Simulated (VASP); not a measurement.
# Bi (C2/m) in VASP: electric field gradients with LDA

Aim: the electric field gradients of Bi with LDA.

All numbers are computed with VASP 6.6.1; they aren't measurements. Logs are shortened: lines on timing, memory, paths and dates and some standing lists are left out, and cuts for length are marked.

## 1. The cell of the first run

Symmetry: C2/m, No. 12, monoclinic system. The conventional cell has a = 6.977 Å, b = 6.265 Å, c = 3.359 Å, α = 90.00°, β = 112.04°, γ = 90.00°. Bi (site symmetry m) has 9 Bi at 3.21 to 3.99 Å within 4.2 Å.

## 2. Electric field gradients, LDA

Contents of INCAR:

```
SYSTEM = Bi
PREC = Accurate
ENCUT = 520
EDIFF = 1E-8
ISMEAR = -1
SIGMA = 0.05
LREAL = .FALSE.
LASPH = .TRUE.
NELM = 60
ALGO = Normal
ISIF = 2
LWAVE = .FALSE.
LCHARG = .FALSE.
GGA = CA
LEFG = .TRUE.
NBANDS = 22
```

Contents of KPOINTS:

```
Automatic mesh
0
G
  9 9 13
  0 0 0
```

Contents of POSCAR:

```
Bi
1.0
    3.4885980000     -3.1325780000      0.0000000000
    3.4885980000      3.1325780000      0.0000000000
   -1.2602350000      0.0000000000      3.1135500000
Bi
2
Direct
    0.2469390000      0.2469390000      0.1426180000
    0.7530610000      0.7530610000      0.8573820000
```

Potentials or basis: VASP PAW LDA potentials, release 64 (Bi_d).

Started as:

```bash
$ cat potpaw_LDA.64/Bi_d/POTCAR > POTCAR
$ mpirun -np 1 vasp_std > vasp.out
```

OUTCAR:

```text
SYSTEM = Bi
   PREC = Accurate
   ENCUT = 520
   EDIFF = 1E-8
   ISMEAR = -1
   LREAL = .FALSE.
   LASPH = .TRUE.
   NELM = 60
   ISIF = 2
   GGA = CA

 ion  position               nearest neighbor table
   1  0.247  0.247  0.143-   2 3.21   2 3.28   2 3.28   2 3.45
   2  0.753  0.753  0.857-   1 3.21   1 3.28   1 3.28   1 3.45

  LATTYP: Found a base centered monoclinic cell.
 ALAT       =     6.9771960000
 B/A-ratio  =     0.8979475423
 C/A-ratio  =     0.4814149259
 COS(beta)  =    -0.3751898342

  Lattice vectors:

 A1 = (   3.4885980000,  -3.1325780000,   0.0000000000)
 A2 = (   3.4885980000,   3.1325780000,   0.0000000000)
 A3 = (  -1.2602350000,   0.0000000000,   3.1135500000)

Analysis of symmetry for initial positions (statically):
=====================================================================
 Subroutine PRICEL returns:
 Original cell was already a primitive cell.

 Routine SETGRP: Setting up the symmetry group for a
 base centered monoclinic supercell.

 Subroutine GETGRP returns: Found  4 space group operations
 (whereof  4 operations were pure point group operations)
 out of a pool of  4 trial point group operations.

The static configuration has the point symmetry C_2h.

Analysis of symmetry for dynamics (positions and initial velocities):
=====================================================================
 Subroutine PRICEL returns:
 Original cell was already a primitive cell.

 Routine SETGRP: Setting up the symmetry group for a
 base centered monoclinic supercell.

 Subroutine GETGRP returns: Found  4 space group operations
 (whereof  4 operations were pure point group operations)
 out of a pool of  4 trial point group operations.

The dynamic configuration has the point symmetry C_2h.

 Subroutine INISYM returns: Found  4 space group operations
 (whereof  4 operations are pure point group operations),
 and found     1 'primitive' translations

----------------------------------------------------------------------------------------

                                     Primitive cell

  volume of cell :      68.0517

  direct lattice vectors                    reciprocal lattice vectors
     3.488598000 -3.132578000  0.000000000     0.143324052 -0.159612945  0.058011590
     3.488598000  3.132578000  0.000000000     0.143324052  0.159612945  0.058011590
    -1.260235000  0.000000000  3.113550000     0.000000000  0.000000000  0.321176792

  length of vectors
     4.688641694  4.688641694  3.358926295     0.222223807  0.222223807  0.321176792

  position of ions in fractional coordinates (direct lattice)
     0.246939000  0.246939000  0.142618000
     0.753061000  0.753061000  0.857382000

  ion indices of the primitive-cell ions
   primitive index   ion index
                 1           1
                 2           2

----------------------------------------------------------------------------------------

 KPOINTS: Automatic mesh

Automatic generation of k-mesh.
 Grid dimensions read from file:
 generate k-points for:    9    9   13

 Generating k-lattice:

  Cartesian coordinates                     Fractional coordinates (reciprocal lattice)
     0.015924895 -0.017734772  0.006445732     0.111111111  0.000000000  0.000000000
     0.015924895  0.017734772  0.006445732     0.000000000  0.111111111  0.000000000
     0.000000000  0.000000000  0.024705907     0.000000000  0.000000000  0.076923077

  Length of vectors
     0.024691534  0.024691534  0.024705907

  Shift w.r.t. Gamma in fractional coordinates (k-lattice)
     0.000000000  0.000000000  0.000000000

 Subroutine IBZKPT returns following result:
 ===========================================

 Found    295 irreducible k-points:

 Following reciprocal coordinates:
            Coordinates               Weight
  0.000000  0.000000  0.000000      1.000000
  0.111111  0.000000 -0.000000      4.000000
  0.222222 -0.000000  0.000000      4.000000
  0.333333  0.000000  0.000000      4.000000
  0.444444 -0.000000  0.000000      4.000000
  0.111111  0.111111 -0.000000      2.000000
[... 16 lines left out ...]
 -0.333333  0.333333  0.000000      2.000000
  0.444444  0.444444  0.000000      2.000000
 [... further k-points ...]
   k-points           NKPTS =    295   k-points in BZ     NKDIM =    295   number of bands    NBANDS=     22
   number of dos      NEDOS =    301   number of ions     NIONS =      2
   total plane-waves  NPLWV =  36288
   dimension x,y,z NGX =    36 NGY =   36 NGZ =   28
   dimension x,y,z NGXF=    72 NGYF=   72 NGZF=   56
   ions per type =               2
   NGX,Y,Z   is equivalent  to a cutoff of  12.76, 12.76, 13.86 a.u.
   NGXF,Y,Z  is equivalent  to a cutoff of  25.53, 25.53, 27.72 a.u.
 SYSTEM =  Bi
   PREC   = accura    normal or accurate (medium, high low for compatibility)
   ISTART =      0    job   : 0-new  1-cont  2-samecut
   ICHARG =      2    charge: 1-file 2-atom 10-const
   ISPIN  =      1    spin polarized calculation?
   LNONCOLLINEAR =      F non collinear calculations
   LSORBIT =      F    spin-orbit coupling
   LASPH  =      T    aspherical Exc in radial PAW
   ENCUT  =  520.0 eV  38.22 Ry    6.18 a.u.   8.72  8.72  6.25*2*pi/ulx,y,z
   NELM   =     60;   NELMIN=  2; NELMDL= -5     # of ELM steps
   EDIFF  = 0.1E-07   stopping-criterion for ELM
   LREAL  =      F    real-space projection
   EDIFFG = 0.1E-06   stopping-criterion for IOM
   NSW    =      0    number of steps for IOM
   IBRION =     -1    ionic relax: 0-MD 1-quasi-New 2-CG
   NFREE  =      0    steps in history (QN), initial steepest desc. (CG)
   ISIF   =      2    stress and relaxation
   ISYM   =      2    0-nonsym 1-usesym 2-fastsym
   POTIM  = 0.5000    time-step for ionic-motion
   TEBEG  =    0.0;   TEEND  =   0.0 temperature during run
   PSTRESS=    0.0 pullay stress
   NELECT =      30.0000    total number of electrons
   NUPDOWN=      -1.0000    fix difference up-down
   EMIN   =  10.00;   EMAX   =-10.00  energy-range for DOS
   EFERMI =   0.00;   METHOD = LEGACY
   ISMEAR =    -1;   SIGMA  =   0.05  broadening in eV -4-tet -1-fermi 0-gaus
   EFERMI_NEDOS =   21; number of points for ismear=-14 and -15
   IALGO  =     38    algorithm
   IMIX   =      4    mixing-type and parameters
     AMIX     =   0.40;   BMIX     =  1.00
     AMIX_MAG =   1.60;   BMIX_MAG =  1.00
  volume/ion in A,a.u.               =      34.03       229.62
  Fermi-wavevector in a.u.,A,eV,Ry     =   1.245955  2.354514 21.121737  1.552404
  Thomas-Fermi vector in A             =   2.380154
   LORBIT       =      0    0 simple, 1 ext, 2 COOP (PROOUT), +10 PAW based schemes
   GGA     = CA    functional components
   LHFCALC =     F    Hartree Fock is set to
   AEXX    =    0.0000 exact exchange contribution
   IVDW    =     0    specifies the selected vdW correction
   LEPSILON=     F    determine dielectric tensor
   LRPA    =     F    only Hartree local field effects (RPA)
 non-spin polarized calculation
  energy-cutoff  :      520.00
  volume of cell :       68.05
 maximum number of plane-waves:      1850
   NGX = 17   NGY = 17   NGZ = 13

 number of electron      30.0000001 magnetization

 Free energy of the ion-electron system (eV)
  ---------------------------------------------------
  ext. energy  EPLUGINS =         0.00000000
  ---------------------------------------------------
  free energy    TOTEN  =        -9.01809011 eV

  energy without entropy =       -9.00845567  energy(sigma->0) =       -9.01327289

 E-fermi :   6.4775     XC(G=0): -10.0326

 val. band max:        6.4701006286   @ k =  -0.1111   0.3333   0.3077
 cond. band min:       6.4829182387   @ k =  -0.3333   0.2222   0.2308
 fundamental gap:      0.0128176101
 Fermi energy:         6.4775481465

 k-point     1 :       0.0000    0.0000    0.0000
  band No.  band energies     occupation
      1     -16.3891      2.00000
      2     -16.3631      2.00000
      3     -16.3192      2.00000
      4     -16.2887      2.00000
      5     -16.2088      2.00000
      6     -16.1856      2.00000
[... 14 lines left out ...]
     21      14.8016      0.00000
     22      15.2853      0.00000

 k-point     2 :       0.1111    0.0000   -0.0000
  band No.  band energies     occupation
      1     -16.3822      2.00000
      2     -16.3638      2.00000
      3     -16.3213      2.00000
      4     -16.2835      2.00000
      5     -16.2073      2.00000
      6     -16.1876      2.00000
[... 14 lines left out ...]
     21      14.9787      0.00000
     22      15.4963      0.00000

 k-point     3 :       0.2222   -0.0000    0.0000
  band No.  band energies     occupation
      1     -16.3678      2.00000
      2     -16.3616      2.00000
      3     -16.3250      2.00000
      4     -16.2688      2.00000
      5     -16.2067      2.00000
      6     -16.1901      2.00000
[... 14 lines left out ...]
     21      15.2882      0.00000
     22      16.1502      0.00000

 k-point     4 :       0.3333    0.0000    0.0000
  band No.  band energies     occupation
      1     -16.3688      2.00000
      2     -16.3466      2.00000
      3     -16.3169      2.00000
      4     -16.2473      2.00000
      5     -16.2162      2.00000
      6     -16.1869      2.00000
[... 14 lines left out ...]
     21      15.6283      0.00000
     22      16.7555      0.00000

 k-point     5 :       0.4444   -0.0000    0.0000
  band No.  band energies     occupation
      1     -16.3700      2.00000
      2     -16.3457      2.00000
      3     -16.2910      2.00000
      4     -16.2340      2.00000
      5     -16.2241      2.00000
      6     -16.1880      2.00000
[... 417 lines left out ...]
 k-point    22 :      -0.4444    0.3333    0.0000
  band No.  band energies     occupation
      1     -16.3726      2.00000
      2     -16.3579      2.00000
      3     -16.2542      2.00000
      4     -16.2064      2.00000
      5     -16.1987      2.00000
      6     -16.1941      2.00000
[... 14 lines left out ...]
     21      15.8355      0.00000
     22      16.3582      0.00000

 k-point    23 :      -0.3333    0.3333    0.0000
  band No.  band energies     occupation
      1     -16.3737      2.00000
      2     -16.3556      2.00000
      3     -16.2823      2.00000
      4     -16.2192      2.00000
      5     -16.1928      2.00000
      6     -16.1902      2.00000
[... 14 lines left out ...]
     21      15.6478      0.00000
     22      15.7106      0.00000

 k-point    24 :       0.4444    0.4444    0.0000
  band No.  band energies     occupation
      1     -16.3719      2.00000
      2     -16.3597      2.00000
      3     -16.2110      2.00000
      4     -16.2064      2.00000
      5     -16.2025      2.00000
      6     -16.1962      2.00000
[... 14 lines left out ...]
     21      16.2340      0.00000
     22      17.0887      0.00000

 [... further k-points ...]
[... 5 lines left out ...]
  --------------------------------------------------------------------------------------
  -------------------------------------------------------------------------------------
  Total       -1.4157494     -1.5652752     -1.5607072      0.0000000      0.0000000     -0.0009386
  in kB      -33.3317657    -36.8521338    -36.7445851      0.0000000      0.0000000     -0.0220981
  external PRESSURE =     -35.6428282 kB  Pullay stress =       0.0000000 kB

 VOLUME and BASIS-vectors are now :
 -----------------------------------------------------------------------------
  energy-cutoff  :      520.00
  volume of cell :       68.05
      direct lattice vectors                 reciprocal lattice vectors
     3.488598000 -3.132578000  0.000000000     0.143324052 -0.159612945  0.058011590
     3.488598000  3.132578000  0.000000000     0.143324052  0.159612945  0.058011590
    -1.260235000  0.000000000  3.113550000     0.000000000  0.000000000  0.321176792

 POSITION                                       TOTAL-FORCE (eV/Angst)
 -----------------------------------------------------------------------------------
      1.54321      0.00000      0.44405        -0.068482      0.000000     -0.055345
      4.17375      0.00000      2.66950         0.068482      0.000000      0.055345
 -----------------------------------------------------------------------------------
    total drift:                               -0.000000      0.000000      0.000000

  FREE ENERGIE OF THE ION-ELECTRON SYSTEM (eV)
  ---------------------------------------------------
  free  energy   TOTEN  =        -9.0180901072 eV

  energy  without entropy=       -9.0084556721  energy(sigma->0) =       -9.01327289

 Electric field gradients (V/A^2)
---------------------------------------------------------------------
 ion       V_xx      V_yy      V_zz      V_xy      V_xz      V_yz
---------------------------------------------------------------------
   1     -88.139    23.703    64.436     0.000   -58.136     0.000
   2     -88.139    23.703    64.436    -0.000   -58.136     0.000
---------------------------------------------------------------------

 Electric field gradients after diagonalization (V/A^2)
 (convention: |V_zz| > |V_xx| > |V_yy|)
----------------------------------------------------------------------
 ion       V_xx      V_yy      V_zz     asymmetry (V_yy - V_xx)/ V_zz
----------------------------------------------------------------------
   1      84.063    23.703  -107.766       0.560
   2      84.063    23.703  -107.766       0.560
----------------------------------------------------------------------

           NMR quadrupolar parameters

 Cq : quadrupolar parameter    Cq=e*Q*V_zz/h
 eta: asymmetry parameters     (V_yy - V_xx)/ V_zz
 Q  : nuclear electric quadrupole moment in mb (millibarn)
----------------------------------------------------------------------
 ion       Cq(MHz)       eta       Q (mb)
----------------------------------------------------------------------
   1      -0.261       0.560       1.000
   2      -0.261       0.560       1.000
----------------------------------------------------------------------
```

Wall time 4.5 min (1 thread of Intel Xeon Platinum 8259CL at 2.50GHz (Skylake/Cascade Lake), shared host); peak memory 0.42 GiB.

Results:

```yaml
Free_energy: -9.0181 eV
Pressure: -3.6 GPa
Largest_force: 0.088 eV/Å
Band_gap_on_the_k_mesh: zero (bands 15 and 16 overlap by 4.93 eV)
Largest_electric_field_gradient_by_atom: Bi -107.8 V/Å²
```

Forces in eV/Å, atoms in the order of the input:
```
Bi  -0.068  0.000 -0.055
Bi   0.068  0.000  0.055
```

Stress tensor (GPa, compression positive):
```
-3.33  0.00  0.00
 0.00 -3.69  0.00
 0.00  0.00 -3.67
```

Levels at points of the mesh, in eV from the Fermi level:
```
           k point  band 11  band 12  band 13  band 14  band 15  band 16  band 17  band 18  band 19  band 20
(0.00, 0.00, 0.00)   -13.07    -9.16    -3.03    -2.75     2.86     3.06     3.73     4.09     4.25     6.82
```

Electric field gradients, principal values (V/Å²):
```tsv
atom	least	middle	greatest (by size)
1 Bi	23.703	84.063	-107.766
2 Bi	23.703	84.063	-107.766
```

Caveat: the cell stands under tension; without QUAD_EFG the Cq values of the log hold for a quadrupole moment of 1 mb, not for the nuclei; spin-orbit coupling is left out, which moves the levels of the heavy elements.
